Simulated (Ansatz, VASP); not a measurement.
One calculation of RbAg3, two programs

```
Rb Ag
1.0
     4.58348    0.00000    0.00000
     0.00000    4.58348    0.00000
     0.00000    0.00000    4.53636
Rb Ag
1 3
Direct
  0.00000 0.00000 0.00000
  0.00000 0.50000 0.50000
  0.50000 0.00000 0.50000
  0.50000 0.50000 0.00000
```

Alike in both runs: task single point; functional PBE; k mesh 4 × 4 × 4; occupations gaussian, width 0.1 eV; no spin polarisation.

|  | VASP | Ansatz |
| --- | --- | --- |
| version | VASP 6.6.1 | Ansatz 0.2.0 |
| potentials or method | VASP PAW PBE potentials, release 64 (Rb_sv, Ag), cutoff 520 eV | scalar-relativistic, plane waves, PAW |
| valence electrons in the cell | 42 | 66 |

|  | VASP | Ansatz | Ansatz less VASP |
| --- | --- | --- | --- |
| gap on the k mesh at the Fermi level (eV) | none | none | - |
| pressure (GPa) | 2.2 | 2.2 | -0.06 |
| traceless stress, the component that is largest in VASP (GPa) | -0.15 | -0.15 | +0.001 |

A gap of «none» marks a metal or a gap that the smearing closes. VASP's potentials hold 42 valence electrons a cell and Ansatz's 66, so a difference there can come from the potentials and not from the codes.
